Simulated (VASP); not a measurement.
**BiP: single point with r2SCAN**

Crystal: BiP.

```xyz
2
Lattice="3.5255 0.0000 0.0000 0.0000 3.5255 0.0000 0.0000 0.0000 3.5255" Properties=species:S:1:pos:R:3 pbc="T T T"
Bi    0.0000    0.0000    0.0000
P     1.7627    1.7627    1.7627
```

* Program: VASP 6.6.1
* Task: single point
* Functional: r2SCAN
* Potentials or basis: VASP PAW PBE potentials, release 64 (Bi_d, P)
* Cutoff: 520 eV
* k mesh: 10 × 10 × 10
* Occupations: gaussian, width 0.05 eV
* Spin: no spin polarisation

```json
{
 "Pressure": "3.5 GPa",
 "Band gap on the k mesh": "zero (bands 10 and 11 overlap by 3.45 eV)"
}
```

Levels at points of the mesh, in eV from the Fermi level:
```csv
k point,band 8,band 9,band 10,band 11,band 12,band 13
"(0.00, 0.00, 0.00)",-2.21,-2.21,-2.21,4.15,4.15,6.64
"(0.50, 0.00, 0.00)",-0.08,0.15,0.17,0.17,1.91,1.91
"(0.50, 0.50, 0.00)",-6.23,-6.23,0.64,3.98,4.46,4.46
"(0.50, 0.50, 0.50)",-2.92,-2.92,-2.92,-2.81,-2.81,-2.81
```

Wall time 61 s on 1 thread of Intel(R) Xeon(R) 6975P-C (Granite Rapids), with other jobs on the host, peak memory 0.18 GiB.

Caveat: the cell stands under pressure; the PAW data sets were made with another functional, which shifts forces and pressure a little; spin-orbit coupling is left out, which moves the levels of the heavy elements.
